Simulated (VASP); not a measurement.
# Ir (P6_3/mmc) in VASP: a series of runs

Ir is run at these levels: PBE; tasks: single point, relaxation of cell and atoms.

All numbers are computed with VASP 6.6.1; they aren't measurements. Logs are shortened: lines on timing, memory, paths and dates and some standing lists are left out, and cuts for length are marked.

## Step 1: The cell of the first run

It takes space group P6_3/mmc (No. 194, hexagonal). The conventional cell has a = 2.450 Å, b = 2.450 Å, c = 3.991 Å, α = 90.00°, β = 90.00°, γ = 120.00°. Within 3.2 Å of Ir (site symmetry -6m2) lie 12 Ir at 2.45 Å.

This isn't the form of Ir at room conditions, which is fcc.

## Step 2: Single point, PBE

Input file INCAR:

```
SYSTEM = Ir
PREC = Accurate ; ENCUT = 520
EDIFF = 1E-7 ; ISMEAR = -1
SIGMA = 0.05 ; LREAL = .False.
LASPH = .True. ; NELM = 60
ALGO = Normal ; ISIF = 2
LWAVE = .False. ; LCHARG = .True.
GGA = PE ; LELF = .True.
LVHAR = .True. ; NBANDS = 16
```

Input file KPOINTS:

```
regular mesh
0
Gamma
  18 18 10
  0 0 0
```

Input file POSCAR:

```
Ir
1.0
    2.4497792463      0.0000000000      0.0000000000
   -1.2248896232      2.1215710610      0.0000000000
    0.0000000000      0.0000000000      3.9914679175
Ir
2
Direct
    0.3333333333      0.6666666667      0.2500000000
    0.6666666667      0.3333333333      0.7500000000
```

Potentials or basis: VASP PAW PBE potentials, release 64 (Ir).

The run is started by

```
cat potpaw_PBE.64/Ir/POTCAR > POTCAR
mpirun -np 1 vasp_std > vasp.out
```

OUTCAR:

```text
SYSTEM = Ir
   PREC = Accurate
   ENCUT = 520
   EDIFF = 1E-7
   ISMEAR = -1
   LREAL = .False.
   LASPH = .True.
   NELM = 60
   ISIF = 2
   GGA = PE

 ion  position               nearest neighbor table
   1  0.333  0.667  0.250-   2 2.45   2 2.45   2 2.45   2 2.45   2 2.45   2 2.45
   2  0.667  0.333  0.750-   1 2.45   1 2.45   1 2.45   1 2.45   1 2.45   1 2.45

  LATTYP: Found a hexagonal cell.
 ALAT       =     2.4497792463
 C/A-ratio  =     1.6293173859

  Lattice vectors:

 A1 = (   2.4497792463,   0.0000000000,   0.0000000000)
 A2 = (  -1.2248896232,   2.1215710610,   0.0000000000)
 A3 = (   0.0000000000,   0.0000000000,   3.9914679175)

Analysis of symmetry for initial positions (statically):
=====================================================================
 Subroutine PRICEL returns:
 Original cell was already a primitive cell.

 Routine SETGRP: Setting up the symmetry group for a
 hexagonal supercell.

 Subroutine GETGRP returns: Found 24 space group operations
 (whereof 12 operations were pure point group operations)
 out of a pool of 24 trial point group operations.

The static configuration has the point symmetry D_3d.
 The point group associated with its full space group is D_6h.

Analysis of symmetry for dynamics (positions and initial velocities):
=====================================================================
 Subroutine PRICEL returns:
 Original cell was already a primitive cell.

 Routine SETGRP: Setting up the symmetry group for a
 hexagonal supercell.

 Subroutine GETGRP returns: Found 24 space group operations
 (whereof 12 operations were pure point group operations)
 out of a pool of 24 trial point group operations.

The dynamic configuration has the point symmetry D_3d.
 The point group associated with its full space group is D_6h.

 Subroutine INISYM returns: Found 24 space group operations
 (whereof 12 operations are pure point group operations),
 and found     1 'primitive' translations

----------------------------------------------------------------------------------------

                                     Primitive cell

  volume of cell :      20.7452

  direct lattice vectors                    reciprocal lattice vectors
     2.449779246  0.000000000  0.000000000     0.408200046  0.235674406  0.000000000
    -1.224889623  2.121571061  0.000000000     0.000000000  0.471348812  0.000000000
     0.000000000  0.000000000  3.991467918     0.000000000  0.000000000  0.250534395

  length of vectors
     2.449779246  2.449779246  3.991467918     0.471348812  0.471348812  0.250534395

  position of ions in fractional coordinates (direct lattice)
     0.333333333  0.666666667  0.250000000
     0.666666667  0.333333333  0.750000000

  ion indices of the primitive-cell ions
   primitive index   ion index
                 1           1
                 2           2

----------------------------------------------------------------------------------------

 KPOINTS: regular mesh

Automatic generation of k-mesh.
 Grid dimensions read from file:
 generate k-points for:   18   18   10

 Generating k-lattice:

  Cartesian coordinates                     Fractional coordinates (reciprocal lattice)
     0.022677780  0.013093023  0.000000000     0.055555556  0.000000000  0.000000000
     0.000000000  0.026186045  0.000000000     0.000000000  0.055555556  0.000000000
     0.000000000  0.000000000  0.025053440     0.000000000  0.000000000  0.100000000

  Length of vectors
     0.026186045  0.026186045  0.025053440

  Shift w.r.t. Gamma in fractional coordinates (k-lattice)
     0.000000000  0.000000000  0.000000000

 Subroutine IBZKPT returns following result:
 ===========================================

 Found    222 irreducible k-points:

 Following reciprocal coordinates:
            Coordinates               Weight
  0.000000  0.000000  0.000000      1.000000
  0.055556  0.000000  0.000000      6.000000
  0.111111  0.000000  0.000000      6.000000
  0.166667  0.000000  0.000000      6.000000
  0.222222  0.000000  0.000000      6.000000
  0.277778  0.000000  0.000000      6.000000
[... 16 lines left out ...]
  0.333333  0.111111  0.000000     12.000000
  0.388889  0.111111  0.000000     12.000000
 [... further k-points ...]
   k-points           NKPTS =    222   k-points in BZ     NKDIM =    222   number of bands    NBANDS=     16
   number of dos      NEDOS =    301   number of ions     NIONS =      2
   total plane-waves  NPLWV =   9720
   dimension x,y,z NGX =    18 NGY =   18 NGZ =   30
   dimension x,y,z NGXF=    36 NGYF=   36 NGZF=   60
   ions per type =               2
   NGX,Y,Z   is equivalent  to a cutoff of  12.22, 12.22, 12.50 a.u.
   NGXF,Y,Z  is equivalent  to a cutoff of  24.43, 24.43, 24.99 a.u.
 SYSTEM =  Ir
   PREC   = accura    normal or accurate (medium, high low for compatibility)
   ISTART =      0    job   : 0-new  1-cont  2-samecut
   ICHARG =      2    charge: 1-file 2-atom 10-const
   ISPIN  =      1    spin polarized calculation?
   LNONCOLLINEAR =      F non collinear calculations
   LSORBIT =      F    spin-orbit coupling
   LASPH  =      T    aspherical Exc in radial PAW
   ENCUT  =  520.0 eV  38.22 Ry    6.18 a.u.   4.55  4.55  7.42*2*pi/ulx,y,z
   NELM   =     60;   NELMIN=  2; NELMDL= -5     # of ELM steps
   EDIFF  = 0.1E-06   stopping-criterion for ELM
   LREAL  =      F    real-space projection
   EDIFFG = 0.1E-05   stopping-criterion for IOM
   NSW    =      0    number of steps for IOM
   IBRION =     -1    ionic relax: 0-MD 1-quasi-New 2-CG
   NFREE  =      0    steps in history (QN), initial steepest desc. (CG)
   ISIF   =      2    stress and relaxation
   ISYM   =      2    0-nonsym 1-usesym 2-fastsym
   POTIM  = 0.5000    time-step for ionic-motion
   TEBEG  =    0.0;   TEEND  =   0.0 temperature during run
   PSTRESS=    0.0 pullay stress
   NELECT =      18.0000    total number of electrons
   NUPDOWN=      -1.0000    fix difference up-down
   EMIN   =  10.00;   EMAX   =-10.00  energy-range for DOS
   EFERMI =   0.00;   METHOD = LEGACY
   ISMEAR =    -1;   SIGMA  =   0.05  broadening in eV -4-tet -1-fermi 0-gaus
   EFERMI_NEDOS =   21; number of points for ismear=-14 and -15
   IALGO  =     38    algorithm
   IMIX   =      4    mixing-type and parameters
     AMIX     =   0.40;   BMIX     =  1.00
     AMIX_MAG =   1.60;   BMIX_MAG =  1.00
  volume/ion in A,a.u.               =      10.37        70.00
  Fermi-wavevector in a.u.,A,eV,Ry     =   1.561445  2.950703 33.172494  2.438110
  Thomas-Fermi vector in A             =   2.664509
   LORBIT       =      0    0 simple, 1 ext, 2 COOP (PROOUT), +10 PAW based schemes
   GGA     = PE    functional components
   LHFCALC =     F    Hartree Fock is set to
   AEXX    =    0.0000 exact exchange contribution
   IVDW    =     0    specifies the selected vdW correction
   LEPSILON=     F    determine dielectric tensor
   LRPA    =     F    only Hartree local field effects (RPA)
 non-spin polarized calculation
  energy-cutoff  :      520.00
  volume of cell :       20.75
 maximum number of plane-waves:       578
   NGX =  9   NGY =  9   NGZ = 15

 number of electron      18.0000000 magnetization

 Free energy of the ion-electron system (eV)
  ---------------------------------------------------
  ext. energy  EPLUGINS =         0.00000000
  ---------------------------------------------------
  free energy    TOTEN  =       -12.35880861 eV

  energy without entropy =      -12.34817233  energy(sigma->0) =      -12.35349047

 E-fermi :  16.9197     XC(G=0): -15.8929

 val. band max:       16.8976146786   @ k =   0.2778   0.0000   0.4000
 cond. band min:      16.9273095056   @ k =   0.2222   0.1111   0.5000
 fundamental gap:      0.0296948270
 Fermi energy:        16.9197204106

 k-point     1 :       0.0000    0.0000    0.0000
  band No.  band energies     occupation
      1       1.9632      2.00000
      2       4.6936      2.00000
      3      10.4829      2.00000
      4      10.6588      2.00000
      5      10.6588      2.00000
      6      11.7533      2.00000
[... 8 lines left out ...]
     15      32.6427      0.00000
     16      34.9550      0.00000

 k-point     2 :       0.0556    0.0000    0.0000
  band No.  band energies     occupation
      1       2.1388      2.00000
      2       4.8552      2.00000
      3      10.1172      2.00000
      4      10.8179      2.00000
      5      10.9729      2.00000
      6      11.6369      2.00000
[... 8 lines left out ...]
     15      32.8935      0.00000
     16      35.2223      0.00000

 k-point     3 :       0.1111    0.0000    0.0000
  band No.  band energies     occupation
      1       2.6437      2.00000
      2       5.3005      2.00000
      3       9.5983      2.00000
      4      11.2135      2.00000
      5      11.2896      2.00000
      6      11.5387      2.00000
[... 8 lines left out ...]
     15      33.5543      0.00000
     16      36.0474      0.00000

 k-point     4 :       0.1667    0.0000    0.0000
  band No.  band energies     occupation
      1       3.4076      2.00000
      2       5.8755      2.00000
      3       9.1325      2.00000
      4      10.6224      2.00000
      5      10.8582      2.00000
      6      12.0556      2.00000
[... 8 lines left out ...]
     15      34.0558      0.00000
     16      36.4119      0.00000
[... 324 lines left out ...]
 k-point    22 :       0.2778    0.1111    0.0000
  band No.  band energies     occupation
      1       6.0965      2.00000
      2       6.3450      2.00000
      3       7.1564      2.00000
      4       9.4132      2.00000
      5      10.2532      2.00000
      6      11.1780      2.00000
[... 8 lines left out ...]
     15      31.9099      0.00000
     16      31.9899      0.00000

 k-point    23 :       0.3333    0.1111    0.0000
  band No.  band energies     occupation
      1       5.8635      2.00000
      2       6.4267      2.00000
      3       6.5184      2.00000
      4      10.1288      2.00000
      5      10.2931      2.00000
      6      11.5993      2.00000
[... 8 lines left out ...]
     15      30.1439      0.00000
     16      31.3459      0.00000

 k-point    24 :       0.3889    0.1111    0.0000
  band No.  band energies     occupation
      1       5.6276      2.00000
      2       6.1267      2.00000
      3       6.4548      2.00000
      4      10.0927      2.00000
      5      11.0536      2.00000
      6      11.2925      2.00000
[... 8 lines left out ...]
     15      30.8203      0.00000
     16      30.9527      0.00000

 [... further k-points ...]

------------------------ aborting loop because EDIFF is reached ----------------------------------------

  FORCE on cell =-STRESS in cart. coord.  units (eV):
  Direction    XX          YY          ZZ          XY          YZ          ZX
  --------------------------------------------------------------------------------------
  -------------------------------------------------------------------------------------
  Total       35.7229560     35.7229560     35.7391978     -0.0000000      0.0000000      0.0000000
  in kB     2758.9307136   2758.9307137   2760.1850923     -0.0000001      0.0000000      0.0000000
  external PRESSURE =    2759.3488398 kB  Pullay stress =       0.0000000 kB

 VOLUME and BASIS-vectors are now :
 -----------------------------------------------------------------------------
  energy-cutoff  :      520.00
  volume of cell :       20.75
      direct lattice vectors                 reciprocal lattice vectors
     2.449779246  0.000000000  0.000000000     0.408200046  0.235674406  0.000000000
    -1.224889623  2.121571061  0.000000000     0.000000000  0.471348812  0.000000000
     0.000000000  0.000000000  3.991467918     0.000000000  0.000000000  0.250534395

 POSITION                                       TOTAL-FORCE (eV/Angst)
 -----------------------------------------------------------------------------------
     -0.00000      1.41438      0.99787         0.000000     -0.000000      0.000000
      1.22489      0.70719      2.99360        -0.000000      0.000000      0.000000
 -----------------------------------------------------------------------------------
    total drift:                                0.000000     -0.000000     -0.000000

  FREE ENERGIE OF THE ION-ELECTRON SYSTEM (eV)
  ---------------------------------------------------
  free  energy   TOTEN  =       -12.3588086111 eV

  energy  without entropy=      -12.3481723322  energy(sigma->0) =      -12.35349047
```

Run time: 95 s. Hardware: 1 thread of Intel Xeon 8259CL, shared host; peak memory 0.18 GiB.

Results:

- Free energy: -12.3588 eV
- Pressure: 275.9 GPa
- Band gap on the k mesh: zero (bands 9 and 10 overlap by 5.60 eV)

Stress tensor (GPa, compression positive):
```
275.89   0.00   0.00
  0.00 275.89   0.00
  0.00   0.00 276.02
```

Levels at points of the mesh, in eV from the Fermi level:
```
           k point  band 6  band 7  band 8  band 9  band 10  band 11  band 12  band 13
(0.00, 0.00, 0.00)   -5.17   -5.17   -3.80   -3.80    -1.48     0.39     0.39    10.38
(0.50, 0.00, 0.00)   -4.93   -4.69    1.35    1.74     2.06     4.63     6.47    10.77
(0.00, 0.00, 0.50)   -6.41   -6.41   -6.41   -0.70    -0.70    -0.70    -0.70    12.95
(0.50, 0.00, 0.50)   -3.51   -1.59   -1.59    1.76     1.76     2.95     2.95    11.02
```

Caveat: the cell stands under pressure; spin-orbit coupling is left out, which moves the levels of the heavy elements.

## Step 3: Single point, PBE

Input file INCAR:

```
SYSTEM = Ir
ALGO = Normal
EDIFF = 1E-6
ENCUT = 520
GGA = PE
ISIF = 2
ISMEAR = -1
LASPH = .TRUE.
LCHARG = .FALSE.
LREAL = .FALSE.
LWAVE = .FALSE.
NBANDS = 16
NELM = 100
PREC = Accurate
SIGMA = 0.05
```

Input file KPOINTS:

```
k-points
0
G
  18 18 10
  0 0 0
```

Input file POSCAR:

```
Ir
1.0
    2.4494894704      0.0000000000      0.0000000000
   -1.2247447352      2.1213201077      0.0000000000
    0.0000000000      0.0000000000      3.9904139416
Ir
2
Direct
    0.3333333333      0.6666666667      0.2500000000
    0.6666666667      0.3333333333      0.7500000000
```

Potentials or basis: VASP PAW PBE potentials, release 64 (Ir).

The run is started by

```
cat potpaw_PBE.64/Ir/POTCAR > POTCAR
mpirun -np 1 vasp_std > vasp.out
```

Run time: 68 s. Hardware: 1 thread of Intel Xeon 8259CL, shared host; peak memory 0.18 GiB.

Results (log left out):

| Property | Result |
| --- | --- |
| Free energy | -12.3409 eV |
| Pressure | 276.7 GPa |
| Band gap on the k mesh | zero (bands 9 and 10 overlap by 5.60 eV) |

Stress tensor (GPa, compression positive):
```
276.56   0.00   0.00
  0.00 276.56   0.00
  0.00   0.00 276.88
```

Levels at points of the mesh, in eV from the Fermi level:
```tsv
k point	band 6	band 7	band 8	band 9	band 10	band 11	band 12	band 13
(0.00, 0.00, 0.00)	-5.17	-5.17	-3.81	-3.81	-1.48	0.39	0.39	10.38
(0.50, 0.00, 0.00)	-4.94	-4.69	1.35	1.74	2.06	4.63	6.47	10.77
(0.00, 0.00, 0.50)	-6.41	-6.41	-6.41	-0.70	-0.70	-0.70	-0.70	12.95
(0.50, 0.00, 0.50)	-3.51	-1.59	-1.59	1.76	1.76	2.95	2.95	11.02
```

Caveat: the cell stands under pressure; spin-orbit coupling is left out, which moves the levels of the heavy elements.

## Step 4: Relaxation of cell and atoms, PBE, target pressure 270 GPa, at which the enthalpy is minimised

This run uses another cell than the first one, of 10.35 Å³/atom.

Input file INCAR:

```
ALGO     = Normal         # electronic algorithm
EDIFF    = 1E-6           # SCF threshold, eV
EDIFFG   = -0.005         # ionic threshold
ENCUT    = 600            # plane-wave cutoff, eV
GGA      = PE             # functional
IBRION   = 2              # ionic algorithm
ISIF     = 3              # what is computed and relaxed
ISMEAR   = -1             # smearing method
LASPH    = T              # aspherical terms in the spheres
LCHARG   = F              # write CHGCAR
LREAL    = F              # projectors in reciprocal space
LWAVE    = F              # write WAVECAR
NELM     = 100            # most SCF steps
NSW      = 60             # ionic steps
PREC     = Accurate       # precision mode
PSTRESS  = 2700.0       
SIGMA    = 0.05           # smearing width, eV
```

Input file KPOINTS:

```
k-points
0
Gamma
  18 18 10
```

Input file POSCAR:

```
Ir
1.0
    2.4528109722      0.0000000000      0.0000000000
   -1.2264054861      2.1241966126      0.0000000000
    0.0000000000      0.0000000000      3.9735537750
Ir
2
Direct
    0.3333333333      0.6666666667      0.2500000000
    0.6666666667      0.3333333333      0.7500000000
```

The run is started by

```
cat potpaw_PBE.64/Ir/POTCAR > POTCAR
mpirun -np 1 vasp_std > vasp.out
```

It took 4.1 min on 1 thread of Intel Xeon 8259CL, shared host; peak memory 0.2 GiB.

Results (log left out):

```
Free energy                                                : -12.5038 eV
Relaxed volume                                             : 10.42 Å³/atom
Relaxed cell                                               : a = 2.453 Å, b = 2.453 Å, c = 3.997 Å, α = 90.00°, β = 90.00°, γ = 120.00°
Space group after relaxing (to 0.1 Å)                      : P6_3/mmc (No. 194)
Energy change on relaxing (the run minimises the enthalpy) : -109.8 meV/atom
Ionic steps                                                : 6
Pressure after relaxing                                    : 270.1 GPa
Band gap on the k mesh                                     : zero (bands 9 and 10 overlap by 5.56 eV)
```

Step by step:
```
step  energy change (eV)  largest force (eV/Å)  pressure (GPa)  volume (Å³)
   1              0.0000                0.0000          279.12        20.70
   2             -2.4976                0.0000          172.08        22.52
   3             -0.2558                0.0000          268.57        20.85
   4             -0.2429                0.0000          269.13        20.84
   5             -0.1532                0.0000          272.56        20.79
   6             -0.2195                0.0000          270.06        20.83
```

Final structure:
```
Ir
1.0
     2.45307    0.00000    0.00000
    -1.22653    2.12442    0.00000
     0.00000    0.00000    3.99711
Ir
2
Direct
  0.33333 0.66667 0.25000
  0.66667 0.33333 0.75000
```

Levels at points of the mesh, in eV from the Fermi level:
```
           k point  band 7  band 8  band 9  band 10  band 11  band 12
(0.00, 0.00, 0.00)   -5.13   -3.78   -3.78    -1.48     0.39     0.39
(0.50, 0.00, 0.00)   -4.67    1.34    1.72     2.04     4.60     6.44
(0.00, 0.00, 0.50)   -6.37   -6.37   -0.69    -0.69    -0.69    -0.69
(0.50, 0.00, 0.50)   -1.59   -1.59    1.75     1.75     2.93     2.93
```

Caveat: the cell is relaxed towards a set pressure, so the run minimises the enthalpy, not the energy; spin-orbit coupling is left out, which moves the levels of the heavy elements.

## Step 5: The runs side by side

```tsv
task	cell	cutoff (eV)	gap on the mesh (eV)	pressure (GPa)
single point	a = 2.450, b = 2.450, c = 3.991 Å, angles 90.0, 90.0, 120.0°, 2 atoms	520	none	275.9
single point	a = 2.449, b = 2.449, c = 3.990 Å, angles 90.0, 90.0, 120.0°, 2 atoms	520	none	276.7
relaxation of cell and atoms	relaxed to 270 GPa from a = 2.453, b = 2.453, c = 3.974 Å, angles 90.0, 90.0, 120.0°, 2 atoms	600	none	270.1
```

Alike in all rows: level PBE; potentials or basis VASP PAW PBE potentials, release 64 (Ir); no spin polarisation; k mesh 18 × 18 × 10; smearing fermi-dirac 0.05 eV.

Caveats: spin-orbit coupling is left out, which moves the levels of the heavy elements; the cell stands under pressure (at least some runs); the cell is relaxed towards a set pressure, so the run minimises the enthalpy, not the energy (at least some runs).

Absolute energies hang on the potentials; compare differences alone.
